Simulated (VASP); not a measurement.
Input of a VASP 6.6.1 run:

The input INCAR:

```
SYSTEM = ZnSe
ALGO = Normal
EDIFF = 1E-6
ENCUT = 520
GGA = PE
ISIF = 2
ISMEAR = 0
LASPH = .TRUE.
LCHARG = .TRUE.
LELF = .TRUE.
LREAL = .FALSE.
LVHAR = .TRUE.
LWAVE = .FALSE.
NBANDS = 16
NELM = 60
PREC = Accurate
SIGMA = 0.05
```

KPOINTS

```
k-points
0
G
  8 8 8
  0 0 0
```

POSCAR

```
ZnSe
1.0
    0.0000000000      2.7512833347      2.9805569459
    2.7512833347      0.0000000000      2.9805569459
    2.7512833347      2.7512833347      0.0000000000
Zn Se
1 1
Direct
    0.0000000000      0.0000000000      0.0000000000
    0.7500000000      0.7500000000      0.7500000000
```

Potentials or basis: VASP PAW PBE potentials, release 64 (Zn, Se).

Command:

```bash
$ cat potpaw_PBE.64/Zn/POTCAR potpaw_PBE.64/Se/POTCAR > POTCAR
$ mpirun -np 1 vasp_std > vasp.out
```

(1) Estimate the band gap on the k mesh.

(2) What does it give for the pressure?

Answers

(1) 1.18 eV.

(2) 2.8 GPa.

Caveat: the cell differs from its parent crystal (strain -0.040 along x and y, +0.040 along z).
